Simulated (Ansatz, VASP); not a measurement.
**One calculation of TePtSe3, two programs**

```
Te Pt Se
1.0
     3.01761    1.74222    3.88486
    -3.01761    1.74222    3.88486
     0.00000   -3.48443    3.88486
Te Pt Se
1 1 3
Direct
  0.50000 0.50000 0.50000
  0.00000 0.00000 0.00000
  0.00000 0.00000 0.50000
  0.50000 0.00000 0.00000
  0.00000 0.50000 0.00000
```

Alike in both runs: functional PBE; k mesh 3 × 3 × 3; occupations gaussian, width 0.1 eV; collinear spin.

Ansatz relaxed the structure, and its values are those at the end. VASP's run is a single point on that final structure, the one shown.

|  | VASP | Ansatz |
| --- | --- | --- |
| version | VASP 6.6.1 | Ansatz 0.2.0 |
| potentials or method | VASP PAW PBE potentials, release 64 (Te, Pt, Se), cutoff 520 eV | scalar-relativistic, plane waves, PAW |
| valence electrons in the cell | 34 | 82 |

|  | VASP | Ansatz | Ansatz less VASP |
| --- | --- | --- | --- |
| gap on the k mesh at the Fermi level (eV) | none | none | - |
| pressure (GPa) | 0.1 | 0.2 | +0.04 |
| net moment per atom (μB) | 0.00 | 0.00 | -0.001 |

A gap of «none» marks a metal or a gap that the smearing closes. VASP's potentials hold 34 valence electrons a cell and Ansatz's 82, so a difference there can come from the potentials and not from the codes. Ansatz's warnings: seeded moment not kept.

The k mesh is coarse, so the values compare programs but aren't converged. Neither program's run includes spin-orbit coupling.
